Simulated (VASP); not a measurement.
# BaO in VASP: further runs

BaO is run at these levels: r2SCAN; tasks: single point.

All numbers are computed with VASP 6.6.1; they aren't measurements. Logs are shortened: lines on timing, memory, paths and dates and some standing lists are left out, and cuts for length are marked.

## Step 1: The cell of the first run

Symmetry: I4mm, No. 107, tetragonal system. The conventional cell has a = 3.920 Å, b = 3.920 Å, c = 5.544 Å, α = 90.00°, β = 90.00°, γ = 90.00°. Ba (site symmetry 4mm) has 6 O at 2.75 to 2.79 Å within 3.6 Å. O (site symmetry 4mm) has 6 Ba at 2.75 to 2.79 Å within 3.6 Å.

## Step 2: Single point, r2SCAN

POSCAR reads:

```
BaO
1.0
    0.0000000000      2.7719946919      2.7719946919
    2.7719946919      0.0000000000      2.7719946919
    2.7719946919      2.7719946919      0.0000000000
Ba O
1 1
Direct
    0.4963924895      0.5036075105      0.5036075105
    0.0000000000      0.0000000000      0.0000000000
```

INCAR.step1 reads:

```
SYSTEM = BaO
PREC     = Accurate       ! precision mode
ENCUT    = 1480           ! plane-wave cutoff, eV
ISMEAR   = 0              ! smearing method
SIGMA    = 0.05           ! smearing width, eV
LREAL    = .FALSE.        ! projectors in reciprocal space
LASPH    = .TRUE.         ! aspherical terms in the spheres
NELM     = 120            ! most SCF steps
NBANDS   = 15             ! bands
GGA      = PE             ! functional
ALGO     = Normal         ! electronic algorithm
EDIFF    = 1E-5           ! SCF threshold, eV
LWAVE    = .TRUE.         ! write WAVECAR
LCHARG   = .FALSE.        ! write CHGCAR
GGA_COMPAT= .FALSE.
```

INCAR.step2 reads:

```
SYSTEM = BaO
PREC     = Accurate       ! precision mode
ENCUT    = 1480           ! plane-wave cutoff, eV
EDIFF    = 1E-6           ! SCF threshold, eV
ISMEAR   = 0              ! smearing method
SIGMA    = 0.05           ! smearing width, eV
LREAL    = .FALSE.        ! projectors in reciprocal space
LASPH    = .TRUE.         ! aspherical terms in the spheres
NELM     = 120            ! most SCF steps
ALGO     = Normal         ! electronic algorithm
ISIF     = 2              ! what is computed and relaxed
LWAVE    = .FALSE.        ! write WAVECAR
LCHARG   = .FALSE.        ! write CHGCAR
METAGGA  = R2SCAN         ! meta-GGA
LMIXTAU  = .TRUE.       
NBANDS   = 15             ! bands
ISTART   = 1            
GGA_COMPAT= .FALSE.
```

KPOINTS reads:

```
Automatic mesh
0
G
  8 8 8
  0 0 0
```

Potentials or basis: VASP PAW PBE potentials, release 64 (Ba_sv, O_h).

The run is started by

```sh
cat potpaw_PBE.64/Ba_sv/POTCAR potpaw_PBE.64/O_h/POTCAR > POTCAR
cp INCAR.step1 INCAR
mpirun -np 1 vasp_std > vasp.out
cp INCAR.step2 INCAR
mpirun -np 1 vasp_std > vasp.out
```

OUTCAR:

```text
SYSTEM = BaO
   PREC = Accurate
   ENCUT = 1480
   EDIFF = 1E-6
   ISMEAR = 0
   LREAL = .FALSE.
   LASPH = .TRUE.
   NELM = 120
   ISIF = 2
   METAGGA = R2SCAN
   ISTART = 1

 ion  position               nearest neighbor table
   1  0.496  0.504  0.504-   2 2.75   2 2.77   2 2.77   2 2.77   2 2.77   2 2.79
   2  0.000  0.000  0.000-   1 2.75   1 2.77   1 2.77   1 2.77   1 2.77   1 2.79

  LATTYP: Found a face centered cubic cell.
 ALAT       =     5.5439893838

  Lattice vectors:

 A1 = (   0.0000000000,   2.7719946919,   2.7719946919)
 A2 = (   2.7719946919,   0.0000000000,   2.7719946919)
 A3 = (   2.7719946919,   2.7719946919,   0.0000000000)

Analysis of symmetry for initial positions (statically):
=====================================================================
 Subroutine PRICEL returns:
 Original cell was already a primitive cell.

 Routine SETGRP: Setting up the symmetry group for a
 face centered cubic supercell.

 Subroutine GETGRP returns: Found  8 space group operations
 (whereof  8 operations were pure point group operations)
 out of a pool of 48 trial point group operations.

The static configuration has the point symmetry C_4v.

Analysis of symmetry for dynamics (positions and initial velocities):
=====================================================================
 Subroutine PRICEL returns:
 Original cell was already a primitive cell.

 Routine SETGRP: Setting up the symmetry group for a
 face centered cubic supercell.

 Subroutine GETGRP returns: Found  8 space group operations
 (whereof  8 operations were pure point group operations)
 out of a pool of 48 trial point group operations.

The dynamic configuration has the point symmetry C_4v.

 Subroutine INISYM returns: Found  8 space group operations
 (whereof  8 operations are pure point group operations),
 and found     1 'primitive' translations

----------------------------------------------------------------------------------------

                                     Primitive cell

  volume of cell :      42.5998

  direct lattice vectors                    reciprocal lattice vectors
     0.000000000  2.771994692  2.771994692    -0.180375526  0.180375526  0.180375526
     2.771994692  0.000000000  2.771994692     0.180375526 -0.180375526  0.180375526
     2.771994692  2.771994692  0.000000000     0.180375526  0.180375526 -0.180375526

  length of vectors
     3.920192488  3.920192488  3.920192488     0.312419575  0.312419575  0.312419575

  position of ions in fractional coordinates (direct lattice)
     0.496392490  0.503607510  0.503607510
     0.000000000  0.000000000  0.000000000

  ion indices of the primitive-cell ions
   primitive index   ion index
                 1           1
                 2           2

----------------------------------------------------------------------------------------

 KPOINTS: Automatic mesh

Automatic generation of k-mesh.
 Grid dimensions read from file:
 generate k-points for:    8    8    8

 Generating k-lattice:

  Cartesian coordinates                     Fractional coordinates (reciprocal lattice)
    -0.022546941  0.022546941  0.022546941     0.125000000  0.000000000  0.000000000
     0.022546941 -0.022546941  0.022546941     0.000000000  0.125000000  0.000000000
     0.022546941  0.022546941 -0.022546941     0.000000000  0.000000000  0.125000000

  Length of vectors
     0.039052447  0.039052447  0.039052447

  Shift w.r.t. Gamma in fractional coordinates (k-lattice)
     0.000000000  0.000000000  0.000000000

 Subroutine IBZKPT returns following result:
 ===========================================

 Found     59 irreducible k-points:

 Following reciprocal coordinates:
            Coordinates               Weight
  0.000000  0.000000  0.000000      1.000000
  0.125000  0.000000  0.000000      8.000000
  0.250000  0.000000  0.000000      8.000000
  0.375000  0.000000  0.000000      8.000000
  0.500000  0.000000  0.000000      4.000000
  0.125000  0.125000  0.000000      4.000000
[... 16 lines left out ...]
  0.000000  0.375000  0.250000      8.000000
  0.500000  0.250000  0.000000     16.000000
 [... further k-points ...]
   k-points           NKPTS =     59   k-points in BZ     NKDIM =     59   number of bands    NBANDS=     15
   number of dos      NEDOS =    301   number of ions     NIONS =      2
   total plane-waves  NPLWV = 125000
   dimension x,y,z NGX =    50 NGY =   50 NGZ =   50
   dimension x,y,z NGXF=   100 NGYF=  100 NGZF=  100
   ions per type =               1   1
   NGX,Y,Z   is equivalent  to a cutoff of  21.20, 21.20, 21.20 a.u.
   NGXF,Y,Z  is equivalent  to a cutoff of  42.41, 42.41, 42.41 a.u.
 SYSTEM =  BaO
   PREC   = accura    normal or accurate (medium, high low for compatibility)
   ISTART =      1    job   : 0-new  1-cont  2-samecut
   ICHARG =      0    charge: 1-file 2-atom 10-const
   ISPIN  =      1    spin polarized calculation?
   LNONCOLLINEAR =      F non collinear calculations
   LSORBIT =      F    spin-orbit coupling
   LASPH  =      T    aspherical Exc in radial PAW
   ENCUT  = 1480.0 eV 108.78 Ry   10.43 a.u.  12.30 12.30 12.30*2*pi/ulx,y,z
   NELM   =    120;   NELMIN=  2; NELMDL=  0     # of ELM steps
   EDIFF  = 0.1E-05   stopping-criterion for ELM
   LREAL  =      F    real-space projection
   EDIFFG = 0.1E-04   stopping-criterion for IOM
   NSW    =      0    number of steps for IOM
   IBRION =     -1    ionic relax: 0-MD 1-quasi-New 2-CG
   NFREE  =      0    steps in history (QN), initial steepest desc. (CG)
   ISIF   =      2    stress and relaxation
   ISYM   =      2    0-nonsym 1-usesym 2-fastsym
   POTIM  = 0.5000    time-step for ionic-motion
   TEBEG  =    0.0;   TEEND  =   0.0 temperature during run
   PSTRESS=    0.0 pullay stress
   NELECT =      16.0000    total number of electrons
   NUPDOWN=      -1.0000    fix difference up-down
   EMIN   =  10.00;   EMAX   =-10.00  energy-range for DOS
   EFERMI =   0.00;   METHOD = LEGACY
   ISMEAR =     0;   SIGMA  =   0.05  broadening in eV -4-tet -1-fermi 0-gaus
   EFERMI_NEDOS =   21; number of points for ismear=-14 and -15
   IALGO  =     38    algorithm
   IMIX   =      4    mixing-type and parameters
     AMIX     =   0.40;   BMIX     =  1.00
     AMIX_MAG =   1.60;   BMIX_MAG =  1.00
  volume/ion in A,a.u.               =      21.30       143.74
  Fermi-wavevector in a.u.,A,eV,Ry     =   1.181170  2.232088 18.982341  1.395163
  Thomas-Fermi vector in A             =   2.317449
   LORBIT       =      0    0 simple, 1 ext, 2 COOP (PROOUT), +10 PAW based schemes
   METAGGA = R2SCAN    functional components
   LHFCALC =     F    Hartree Fock is set to
   AEXX    =    0.0000 exact exchange contribution
   IVDW    =     0    specifies the selected vdW correction
   LEPSILON=     F    determine dielectric tensor
   LRPA    =     F    only Hartree local field effects (RPA)
 non-spin polarized calculation
 Gauss-broadening in eV      SIGMA  =   0.05
  energy-cutoff  :     1480.00
  volume of cell :       42.60
 maximum number of plane-waves:      5577
 NGX is ok and might be reduce to    50
   NGX = 25   NGY = 25   NGZ = 25

 number of electron      16.0000000 magnetization

 Free energy of the ion-electron system (eV)
  ---------------------------------------------------
  ext. energy  EPLUGINS =         0.00000000
  ---------------------------------------------------
  free energy    TOTEN  =       -37.83357179 eV

  energy without entropy =      -37.83357179  energy(sigma->0) =      -37.83357179

 E-fermi :   2.1532     XC(G=0): -10.1541

 val. band max:        1.8115764392   @ k =   0.0000   0.5000   0.5000
 cond. band min:       4.1307948224   @ k =   0.0000   0.5000   0.5000
 fundamental gap:      2.3192183832
 Fermi energy:         2.1532059550

 k-point     1 :       0.0000    0.0000    0.0000
  band No.  band energies     occupation
      1     -24.8642      2.00000
      2     -14.1643      2.00000
      3      -8.9498      2.00000
      4      -8.9498      2.00000
      5      -8.9497      2.00000
      6       1.4449      2.00000
      7       1.4449      2.00000
      8       1.4454      2.00000
      9       5.9277      0.00000
     10       6.9383      0.00000
     11       6.9397      0.00000
     12       6.9397      0.00000
     13       9.3750      0.00000
     14       9.3770      0.00000
     15      12.1884      0.00000

 k-point     2 :       0.1250    0.0000    0.0000
  band No.  band energies     occupation
      1     -24.8267      2.00000
      2     -14.2634      2.00000
      3      -8.9946      2.00000
      4      -8.9674      2.00000
      5      -8.9663      2.00000
      6       1.1312      2.00000
      7       1.2499      2.00000
      8       1.2515      2.00000
      9       6.5305      0.00000
     10       6.8236      0.00000
     11       7.2337      0.00000
     12       7.2341      0.00000
     13       9.7776      0.00000
     14       9.7796      0.00000
     15      13.1781      0.00000

 k-point     3 :       0.2500    0.0000    0.0000
  band No.  band energies     occupation
      1     -24.7339      2.00000
      2     -14.5046      2.00000
      3      -9.0929      2.00000
      4      -9.0087      2.00000
      5      -9.0081      2.00000
      6       0.5279      2.00000
      7       0.8302      2.00000
      8       0.8314      2.00000
      9       6.6699      0.00000
     10       8.0310      0.00000
     11       8.0313      0.00000
     12       8.1536      0.00000
     13      10.7823      0.00000
     14      10.7842      0.00000
     15      15.3141      0.00000

 k-point     4 :       0.3750    0.0000    0.0000
  band No.  band energies     occupation
      1     -24.6377      2.00000
      2     -14.7484      2.00000
      3      -9.1822      2.00000
      4      -9.0487      2.00000
      5      -9.0486      2.00000
      6       0.0349      2.00000
      7       0.4639      2.00000
      8       0.4645      2.00000
      9       6.9307      0.00000
     10       8.9964      0.00000
     11       8.9974      0.00000
     12       9.7782      0.00000
     13      12.0486      0.00000
     14      12.0512      0.00000
     15      16.3786      0.00000
[... 307 lines left out ...]
 k-point    22 :       0.3750    0.2500    0.0000
  band No.  band energies     occupation
      1     -24.6216      2.00000
      2     -14.5146      2.00000
      3      -9.5632      2.00000
      4      -9.3404      2.00000
      5      -9.3230      2.00000
      6       0.6957      2.00000
      7       1.2511      2.00000
      8       1.3264      2.00000
      9       5.0980      0.00000
     10       8.3590      0.00000
     11       9.8453      0.00000
     12      10.0228      0.00000
     13      11.0711      0.00000
     14      11.9119      0.00000
     15      17.2815      0.00000

 k-point    23 :       0.0000    0.3750    0.2500
  band No.  band energies     occupation
      1     -24.6216      2.00000
      2     -14.5149      2.00000
      3      -9.5617      2.00000
      4      -9.3398      2.00000
      5      -9.3247      2.00000
      6       0.6958      2.00000
      7       1.2533      2.00000
      8       1.3251      2.00000
      9       5.0964      0.00000
     10       8.3589      0.00000
     11       9.8485      0.00000
     12      10.0211      0.00000
     13      11.0699      0.00000
     14      11.9125      0.00000
     15      17.2812      0.00000

 k-point    24 :       0.5000    0.2500    0.0000
  band No.  band energies     occupation
      1     -24.5631      2.00000
      2     -14.6134      2.00000
      3      -9.8065      2.00000
      4      -9.3616      2.00000
      5      -9.3064      2.00000
      6       0.7788      2.00000
      7       0.9791      2.00000
      8       1.0491      2.00000
      9       5.8056      0.00000
     10       8.6779      0.00000
     11       9.8847      0.00000
     12      10.3688      0.00000
     13      12.2013      0.00000
     14      13.5844      0.00000
     15      15.3590      0.00000

 [... further k-points ...]

------------------------ aborting loop because EDIFF is reached ----------------------------------------

  FORCE on cell =-STRESS in cart. coord.  units (eV):
  Direction    XX          YY          ZZ          XY          YZ          ZX
  --------------------------------------------------------------------------------------
  -------------------------------------------------------------------------------------
  Total        0.4386132      0.4308132      0.4308132      0.0000000      0.0000000      0.0000000
  in kB       16.4962459     16.2028874     16.2028874      0.0000000      0.0000000      0.0000000
  external PRESSURE =      16.3006736 kB  Pullay stress =       0.0000000 kB

 VOLUME and BASIS-vectors are now :
 -----------------------------------------------------------------------------
  energy-cutoff  :     1480.00
  volume of cell :       42.60
      direct lattice vectors                 reciprocal lattice vectors
     0.000000000  2.771994692  2.771994692    -0.180375526  0.180375526  0.180375526
     2.771994692  0.000000000  2.771994692     0.180375526 -0.180375526  0.180375526
     2.771994692  2.771994692  0.000000000     0.180375526  0.180375526 -0.180375526

 POSITION                                       TOTAL-FORCE (eV/Angst)
 -----------------------------------------------------------------------------------
      2.79199      2.77199      2.77199        -0.018542      0.000000      0.000000
      0.00000      0.00000      0.00000         0.018542      0.000000      0.000000
 -----------------------------------------------------------------------------------
    total drift:                                0.000046     -0.000000      0.000000

  FREE ENERGIE OF THE ION-ELECTRON SYSTEM (eV)
  ---------------------------------------------------
  free  energy   TOTEN  =       -37.8335717864 eV

  energy  without entropy=      -37.8335717864  energy(sigma->0) =      -37.83357179
```

Wall time 17 min (1 thread of Intel Xeon Platinum 8259CL at 2.50GHz (Skylake/Cascade Lake), shared host); peak memory 0.53 GiB.

Results:

* Free energy: -37.8336 eV
* Pressure: 1.6 GPa
* Largest force: 0.019 eV/Å
* Band gap on the k mesh: 2.32 eV

Forces in eV/Å, atoms in the order of the input:
```
Ba  -0.019  0.000  0.000
O    0.019  0.000  0.000
```

Caveat: the PAW data sets were made with another functional, which shifts forces and pressure a little; spin-orbit coupling is left out, which moves the levels of the heavy elements. A k mesh can miss the band edges.

(Part 1 of 2 ends here.)
